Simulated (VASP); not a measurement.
# ZnBH6 (Fm-3m) in VASP: further runs

ZnBH6 is run at these levels: PBE; tasks: single point.

Everything below comes from runs of VASP 6.6.1. Logs are shortened: lines on timing, memory, paths and dates and some standing lists are left out, and cuts for length are marked.

### 1 The cell of the first run

It takes space group Fm-3m (No. 225, cubic). Conventional cell: a = 6.269 Å, b = 6.269 Å, c = 6.269 Å, α = 90.00°, β = 90.00°, γ = 90.00°. Zn (site symmetry m-3m) has 6 H at 1.77 Å within 2.3 Å. Within 1.8 Å of B (site symmetry m-3m) lie 6 H at 1.37 Å. H (site symmetry 4mm) has 1 B at 1.37 Å and 1 Zn at 1.77 Å within 1.8 Å.

### 2 Single point, PBE

File INCAR:

```
SYSTEM = ZnBH6
PREC = Accurate ; ENCUT = 520
EDIFF = 1E-6 ; ISMEAR = 0
SIGMA = 0.1 ; LREAL = .False.
LASPH = .True. ; NELM = 100
ALGO = Normal ; ISIF = 2
LWAVE = .False. ; LCHARG = .False.
GGA = PE ; NBANDS = 20
```

File KPOINTS:

```
regular mesh
0
Gamma
  4 4 4
  0 0 0
```

File POSCAR:

```
ZnBH6
1.0
    0.0000000000      3.1346058218      3.1346058218
    3.1346058218      0.0000000000      3.1346058218
    3.1346058218      3.1346058218      0.0000000000
Zn B H
1 1 6
Direct
    0.0000000000      0.0000000000      0.0000000000
    0.5000000000      0.5000000000      0.5000000000
    0.7181154464      0.2818845536      0.2818845536
    0.2818845536      0.7181154464      0.7181154464
    0.2818845536      0.7181154464      0.2818845536
    0.7181154464      0.2818845536      0.7181154464
    0.2818845536      0.2818845536      0.7181154464
    0.7181154464      0.7181154464      0.2818845536
```

Potentials or basis: VASP PAW PBE potentials, release 64 (Zn, B, H).

Started as:

```bash
cat potpaw_PBE.64/Zn/POTCAR potpaw_PBE.64/B/POTCAR potpaw_PBE.64/H/POTCAR > POTCAR
mpirun -np 1 vasp_std > vasp.out
```

OUTCAR:

```text
SYSTEM = ZnBH6
   PREC = Accurate
   ENCUT = 520
   EDIFF = 1E-6
   ISMEAR = 0
   LREAL = .False.
   LASPH = .True.
   NELM = 100
   ISIF = 2
   GGA = PE

 ion  position               nearest neighbor table
   1  0.000  0.000  0.000-   3 1.77   4 1.77   5 1.77   6 1.77   7 1.77   8 1.77
   2  0.500  0.500  0.500-   3 1.37   4 1.37   5 1.37   6 1.37   7 1.37   8 1.37
   3  0.718  0.282  0.282-   2 1.37   1 1.77
   4  0.282  0.718  0.718-   2 1.37   1 1.77
   5  0.282  0.718  0.282-   2 1.37   1 1.77
   6  0.718  0.282  0.718-   2 1.37   1 1.77
   7  0.282  0.282  0.718-   2 1.37   1 1.77
   8  0.718  0.718  0.282-   2 1.37   1 1.77

  LATTYP: Found a face centered cubic cell.
 ALAT       =     6.2692116436

  Lattice vectors:

 A1 = (   0.0000000000,   3.1346058218,   3.1346058218)
 A2 = (   3.1346058218,   0.0000000000,   3.1346058218)
 A3 = (   3.1346058218,   3.1346058218,   0.0000000000)

Analysis of symmetry for initial positions (statically):
=====================================================================
 Subroutine PRICEL returns:
 Original cell was already a primitive cell.

 Routine SETGRP: Setting up the symmetry group for a
 face centered cubic supercell.

 Subroutine GETGRP returns: Found 48 space group operations
 (whereof 48 operations were pure point group operations)
 out of a pool of 48 trial point group operations.

The static configuration has the point symmetry O_h .

Analysis of symmetry for dynamics (positions and initial velocities):
=====================================================================
 Subroutine PRICEL returns:
 Original cell was already a primitive cell.

 Routine SETGRP: Setting up the symmetry group for a
 face centered cubic supercell.

 Subroutine GETGRP returns: Found 48 space group operations
 (whereof 48 operations were pure point group operations)
 out of a pool of 48 trial point group operations.

The dynamic configuration has the point symmetry O_h .

 Subroutine INISYM returns: Found 48 space group operations
 (whereof 48 operations are pure point group operations),
 and found     1 'primitive' translations

----------------------------------------------------------------------------------------

                                     Primitive cell

  volume of cell :      61.5997

  direct lattice vectors                    reciprocal lattice vectors
     0.000000000  3.134605822  3.134605822    -0.159509689  0.159509689  0.159509689
     3.134605822  0.000000000  3.134605822     0.159509689 -0.159509689  0.159509689
     3.134605822  3.134605822  0.000000000     0.159509689  0.159509689 -0.159509689

  length of vectors
     4.433002066  4.433002066  4.433002066     0.276278886  0.276278886  0.276278886

  position of ions in fractional coordinates (direct lattice)
     0.000000000  0.000000000  0.000000000
     0.500000000  0.500000000  0.500000000
     0.718115446  0.281884554  0.281884554
     0.281884554  0.718115446  0.718115446
     0.281884554  0.718115446  0.281884554
     0.718115446  0.281884554  0.718115446
     0.281884554  0.281884554  0.718115446
     0.718115446  0.718115446  0.281884554

  ion indices of the primitive-cell ions
   primitive index   ion index
                 1           1
                 2           2
                 3           3
                 4           4
                 5           5
                 6           6
                 7           7
                 8           8

----------------------------------------------------------------------------------------

 KPOINTS: regular mesh

Automatic generation of k-mesh.
 Grid dimensions read from file:
 generate k-points for:    4    4    4

 Generating k-lattice:

  Cartesian coordinates                     Fractional coordinates (reciprocal lattice)
    -0.039877422  0.039877422  0.039877422     0.250000000  0.000000000  0.000000000
     0.039877422 -0.039877422  0.039877422     0.000000000  0.250000000  0.000000000
     0.039877422  0.039877422 -0.039877422     0.000000000  0.000000000  0.250000000

  Length of vectors
     0.069069721  0.069069721  0.069069721

  Shift w.r.t. Gamma in fractional coordinates (k-lattice)
     0.000000000  0.000000000  0.000000000

 Subroutine IBZKPT returns following result:
 ===========================================

 Found      8 irreducible k-points:

 Following reciprocal coordinates:
            Coordinates               Weight
  0.000000  0.000000  0.000000      1.000000
  0.250000  0.000000  0.000000      8.000000
  0.500000  0.000000  0.000000      4.000000
  0.250000  0.250000  0.000000      6.000000
  0.500000  0.250000  0.000000     24.000000
 -0.250000  0.250000  0.000000     12.000000
  0.500000  0.500000  0.000000      3.000000
 -0.250000  0.500000  0.250000      6.000000
   k-points           NKPTS =      8   k-points in BZ     NKDIM =      8   number of bands    NBANDS=     20
   number of dos      NEDOS =    301   number of ions     NIONS =      8
   total plane-waves  NPLWV =  46656
   dimension x,y,z NGX =    36 NGY =   36 NGZ =   36
   dimension x,y,z NGXF=    72 NGYF=   72 NGZF=   72
   ions per type =               1   1   6
   NGX,Y,Z   is equivalent  to a cutoff of  13.50, 13.50, 13.50 a.u.
   NGXF,Y,Z  is equivalent  to a cutoff of  27.00, 27.00, 27.00 a.u.
 SYSTEM =  ZnBH6
   PREC   = accura    normal or accurate (medium, high low for compatibility)
   ISTART =      0    job   : 0-new  1-cont  2-samecut
   ICHARG =      2    charge: 1-file 2-atom 10-const
   ISPIN  =      1    spin polarized calculation?
   LNONCOLLINEAR =      F non collinear calculations
   LSORBIT =      F    spin-orbit coupling
   LASPH  =      T    aspherical Exc in radial PAW
   ENCUT  =  520.0 eV  38.22 Ry    6.18 a.u.   8.24  8.24  8.24*2*pi/ulx,y,z
   NELM   =    100;   NELMIN=  2; NELMDL= -5     # of ELM steps
   EDIFF  = 0.1E-05   stopping-criterion for ELM
   LREAL  =      F    real-space projection
   EDIFFG = 0.1E-04   stopping-criterion for IOM
   NSW    =      0    number of steps for IOM
   IBRION =     -1    ionic relax: 0-MD 1-quasi-New 2-CG
   NFREE  =      0    steps in history (QN), initial steepest desc. (CG)
   ISIF   =      2    stress and relaxation
   ISYM   =      2    0-nonsym 1-usesym 2-fastsym
   POTIM  = 0.5000    time-step for ionic-motion
   TEBEG  =    0.0;   TEEND  =   0.0 temperature during run
   PSTRESS=    0.0 pullay stress
   NELECT =      21.0000    total number of electrons
   NUPDOWN=      -1.0000    fix difference up-down
   EMIN   =  10.00;   EMAX   =-10.00  energy-range for DOS
   EFERMI =   0.00;   METHOD = LEGACY
   ISMEAR =     0;   SIGMA  =   0.10  broadening in eV -4-tet -1-fermi 0-gaus
   EFERMI_NEDOS =   21; number of points for ismear=-14 and -15
   IALGO  =     38    algorithm
   IMIX   =      4    mixing-type and parameters
     AMIX     =   0.40;   BMIX     =  1.00
     AMIX_MAG =   1.60;   BMIX_MAG =  1.00
  volume/ion in A,a.u.               =       7.70        51.96
  Fermi-wavevector in a.u.,A,eV,Ry     =   1.143637  2.161161 17.795147  1.307906
  Thomas-Fermi vector in A             =   2.280332
   LORBIT       =      0    0 simple, 1 ext, 2 COOP (PROOUT), +10 PAW based schemes
   GGA     = PE    functional components
   LHFCALC =     F    Hartree Fock is set to
   AEXX    =    0.0000 exact exchange contribution
   IVDW    =     0    specifies the selected vdW correction
   LEPSILON=     F    determine dielectric tensor
   LRPA    =     F    only Hartree local field effects (RPA)
 non-spin polarized calculation
 Gauss-broadening in eV      SIGMA  =   0.10
  energy-cutoff  :      520.00
  volume of cell :       61.60
 maximum number of plane-waves:      1676
 NGX is ok and might be reduce to    36
   NGX = 17   NGY = 17   NGZ = 17

 number of electron      20.9999992 magnetization

 Free energy of the ion-electron system (eV)
  ---------------------------------------------------
  ext. energy  EPLUGINS =         0.00000000
  ---------------------------------------------------
  free energy    TOTEN  =       -25.03176166 eV

  energy without entropy =      -25.02347976  energy(sigma->0) =      -25.02762071

 E-fermi :   0.3177     XC(G=0):  -8.7157

 val. band max:        0.0534877372   @ k =   0.2500   0.0000   0.0000
 cond. band min:       0.4161998530   @ k =   0.5000   0.2500   0.0000
 fundamental gap:      0.3627121158
 Fermi energy:         0.3176573332

 k-point     1 :       0.0000    0.0000    0.0000
  band No.  band energies     occupation
      1     -11.3700      2.00000
      2      -7.4136      2.00000
      3      -7.4136      2.00000
      4      -6.9739      2.00000
      5      -6.9739      2.00000
      6      -6.9739      2.00000
[... 12 lines left out ...]
     19      10.6107      0.00000
     20      10.7935      0.00000

 k-point     2 :       0.2500    0.0000    0.0000
  band No.  band energies     occupation
      1     -10.9113      2.00000
      2      -7.5544      2.00000
      3      -7.5544      2.00000
      4      -7.0140      2.00000
      5      -6.9632      2.00000
      6      -6.9632      2.00000
[... 12 lines left out ...]
     19      11.8339      0.00000
     20      13.6187      0.00000

 k-point     3 :       0.5000    0.0000    0.0000
  band No.  band energies     occupation
      1     -10.1680      2.00000
      2      -7.8205      2.00000
      3      -7.6771      2.00000
      4      -7.6771      2.00000
      5      -6.9498      2.00000
      6      -6.9498      2.00000
[... 12 lines left out ...]
     19      11.5088      0.00000
     20      12.2395      0.00000

 k-point     4 :       0.2500    0.2500    0.0000
  band No.  band energies     occupation
      1     -10.8078      2.00000
      2      -7.6976      2.00000
      3      -7.3964      2.00000
      4      -6.9839      2.00000
      5      -6.9610      2.00000
      6      -6.9610      2.00000
[... 12 lines left out ...]
     19      12.5278      0.00000
     20      14.0050      0.00000

 k-point     5 :       0.5000    0.2500    0.0000
  band No.  band energies     occupation
      1     -10.2144      2.00000
      2      -7.5510      2.00000
      3      -7.4668      2.00000
      4      -7.1347      2.00000
      5      -6.9552      2.00000
      6      -6.9422      2.00000
[... 12 lines left out ...]
     19      11.8670      0.00000
     20      12.5096      0.00000

 k-point     6 :      -0.2500    0.2500    0.0000
  band No.  band energies     occupation
      1     -10.3529      2.00000
      2      -7.7156      2.00000
      3      -7.6747      2.00000
      4      -6.9890      2.00000
      5      -6.9651      2.00000
      6      -6.9510      2.00000
[... 12 lines left out ...]
     19      11.8912      0.00000
     20      12.2880      0.00000

 k-point     7 :       0.5000    0.5000    0.0000
  band No.  band energies     occupation
      1     -10.2314      2.00000
      2      -7.3794      2.00000
      3      -6.9941      2.00000
      4      -6.9315      2.00000
      5      -6.9315      2.00000
      6      -6.8490      2.00000
[... 12 lines left out ...]
     19      13.9118      0.00000
     20      13.9132      0.00000

 k-point     8 :      -0.2500    0.5000    0.2500
  band No.  band energies     occupation
      1     -10.0854      2.00000
      2      -7.6705      2.00000
      3      -6.9819      2.00000
      4      -6.9819      2.00000
      5      -6.9315      2.00000
      6      -6.8908      2.00000
[... 12 lines left out ...]
     19      13.2134      0.00000
     20      14.1410      0.00000

------------------------ aborting loop because EDIFF is reached ----------------------------------------

  FORCE on cell =-STRESS in cart. coord.  units (eV):
  Direction    XX          YY          ZZ          XY          YZ          ZX
  --------------------------------------------------------------------------------------
  -------------------------------------------------------------------------------------
  Total       -0.1286814     -0.1286814     -0.1286814     -0.0000000     -0.0000000      0.0000000
  in kB       -3.3469384     -3.3469384     -3.3469384     -0.0000000     -0.0000000      0.0000000
  external PRESSURE =      -3.3469384 kB  Pullay stress =       0.0000000 kB

 VOLUME and BASIS-vectors are now :
 -----------------------------------------------------------------------------
  energy-cutoff  :      520.00
  volume of cell :       61.60
      direct lattice vectors                 reciprocal lattice vectors
     0.000000000  3.134605822  3.134605822    -0.159509689  0.159509689  0.159509689
     3.134605822  0.000000000  3.134605822     0.159509689 -0.159509689  0.159509689
     3.134605822  3.134605822  0.000000000     0.159509689  0.159509689 -0.159509689

 POSITION                                       TOTAL-FORCE (eV/Angst)
 -----------------------------------------------------------------------------------
      0.00000      0.00000      0.00000         0.000000     -0.000000      0.000000
      3.13461      3.13461      3.13461         0.000000     -0.000000      0.000000
      1.76719      3.13461      3.13461         0.014238     -0.000000      0.000000
      4.50202      3.13461      3.13461        -0.014238     -0.000000      0.000000
      3.13461      1.76719      3.13461         0.000000      0.014238      0.000000
      3.13461      4.50202      3.13461         0.000000     -0.014238      0.000000
      3.13461      3.13461      1.76719         0.000000     -0.000000      0.014238
      3.13461      3.13461      4.50202         0.000000     -0.000000     -0.014238
 -----------------------------------------------------------------------------------
    total drift:                                0.000000      0.000000     -0.000000

  FREE ENERGIE OF THE ION-ELECTRON SYSTEM (eV)
  ---------------------------------------------------
  free  energy   TOTEN  =       -25.0317616649 eV

  energy  without entropy=      -25.0234797565  energy(sigma->0) =      -25.02762071
```

Run time: 27 s. Hardware: 1 thread of Intel Xeon 8259CL, shared host; peak memory 0.2 GiB.

What came out:

```
Free energy            : -25.0318 eV
Pressure               : -0.3 GPa
Largest force          : 0.014 eV/Å
Band gap on the k mesh : zero (an odd number of electrons rules out a gap without spin polarisation)
```

Forces on the atoms (eV/Å):
```
Zn   0.000  0.000  0.000
B    0.000  0.000  0.000
H    0.014  0.000  0.000
H   -0.014  0.000  0.000
H    0.000  0.014  0.000
H    0.000 -0.014  0.000
H    0.000  0.000  0.014
H    0.000  0.000 -0.014
```

Caveat: the k points lie up to 0.43 Å⁻¹ apart, too coarse for converged energies and pressures of a metal.

[end of part 1 of 2]

The gap in the log of VASP goes by the Fermi energy; the results here count the filled bands.